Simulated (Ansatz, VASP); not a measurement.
Sc3Cu in VASP and in Ansatz

```xyz
4
Lattice="0.0000 3.4508 3.4508 3.4508 0.0000 3.4508 3.4508 3.4508 0.0000" Properties=species:S:1:pos:R:3 pbc="T T T"
Sc    1.7254    1.7254    1.7254
Sc    5.1761    5.1761    5.1761
Sc    3.4508    3.4508    3.4508
Cu    0.0000    0.0000    0.0000
```

Alike in both runs: functional PBE; k mesh 12 × 12 × 12; occupations gaussian, width 0.1 eV; no spin polarisation.

Ansatz relaxed the structure, and its values are those at the end. VASP's run is a single point on that final structure, the one shown.

|  | VASP | Ansatz |
| --- | --- | --- |
| version | VASP 6.6.1 | Ansatz 0.2.0 |
| potentials or method | VASP PAW PBE potentials, release 64 (Sc_sv, Cu), cutoff 520 eV | scalar-relativistic, plane waves, PAW |
| valence electrons in the cell | 44 | 52 |

```csv
,VASP,Ansatz,Ansatz less VASP
gap on the k mesh at the Fermi level (eV),none,none,-
pressure (GPa),0.3,0.0,-0.25
```

A gap of «none» marks a metal or a gap that the smearing closes. The functional is the same, so the differences come from potentials, cutoffs and numerics. VASP's potentials hold 44 valence electrons a cell and Ansatz's 52, so a difference there can come from the potentials and not from the codes.
